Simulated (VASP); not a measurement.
Sc, 1 atom in the cell. Symmetry: Fm-3m, No. 225, cubic system. Conventional cell: a = 4.368 Å, b = 4.368 Å, c = 4.368 Å, α = 90.00°, β = 90.00°, γ = 90.00°. Sc (site symmetry m-3m) has 12 Sc at 3.09 Å within 4.1 Å. This isn't the form of Sc at room conditions, which is hcp. This cell differs from its parent crystal: strained.

* Program: VASP 6.6.1
* Task: single point
* Functional: PBE
* Potentials or basis: VASP PAW PBE potentials, release 64 (Sc_sv)
* Cutoff: 500 eV
* k mesh: 16 × 16 × 16
* Occupations: gaussian, width 0.1 eV
* Spin: no spin polarisation
* Dipole correction: no
* Further INCAR settings: ALGO = Normal; EDIFF = 1e-06; NBANDS = 12

Potentials or basis: VASP PAW PBE potentials, release 64 (Sc_sv).

Command:

```bash
$ cat potpaw_PBE.64/Sc_sv/POTCAR > POTCAR
$ mpirun -np 1 vasp_std > vasp.out
```

Hardware: 1 thread of Intel Xeon 8259CL (shared host).

Question: Estimate the wall time of this run.

Answer: Wall time 36 s on 1 thread of Intel Xeon 8259CL, on a shared host, peak memory 0.16 GiB. Counts: scf iterations 11, k points 145.
